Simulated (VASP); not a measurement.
Crystal: K2F.

```
CELL_PARAMETERS angstrom
5.36118 0.00000 0.00000
-2.68059 4.64292 0.00000
0.00000 0.00000 3.40805
ATOMIC_POSITIONS crystal
K 0.33333 0.66667 0.50000
K 0.66667 0.33333 0.50000
F 0.00000 0.00000 0.00000
```

```yaml
Program: VASP 6.6.1
Task: relaxation of cell and atoms
Functional: PBE
Potentials_or_basis: VASP PAW PBE potentials, release 64 (K_sv, F)
Cutoff: 600 eV
k_mesh: 12 × 12 × 14
Occupations: gaussian, width 0.1 eV
Spin: no spin polarisation
```

At the start: pressure 3.1 GPa; volume 28.28 Å³/atom.

Question: Where does the relaxation end?

Answer: Over 7 steps the energy falls by 82.9 meV/atom and the volume is 35.93 Å³/atom (+27.0 %); space group P6/mmm (No. 191, to 0.1 Å) before and after.

The path:
| step | energy change (eV) | largest force (eV/Å) | pressure (GPa) | volume (Å³) |
| --- | --- | --- | --- | --- |
| 1 | 0.0000 | 0.0000 | 3.09 | 84.83 |
| 2 | -0.1506 | 0.0000 | 1.78 | 91.66 |
| 3 | -0.2391 | 0.0000 | 0.52 | 101.80 |
| 4 | -0.2430 | 0.0000 | 0.29 | 104.31 |
| 5 | -0.2431 | 0.0000 | 0.25 | 104.72 |
| 6 | -0.2472 | 0.0000 | 0.13 | 106.13 |
| 7 | -0.2488 | 0.0000 | 0.00 | 107.78 |

Final structure:
```
K F
1.0
     5.65024    0.00000    0.00000
    -2.82512    4.89325    0.00000
     0.00000    0.00000    3.89814
K F
2 1
Direct
  0.33333 0.66667 0.50000
  0.66667 0.33333 0.50000
  0.00000 0.00000 0.00000
```

Caveat: the volume moved by over 15 % at a fixed basis, so the end points are rough; an odd number of electrons without spin polarisation forces a metal; a magnetic or distorted state may lie lower.
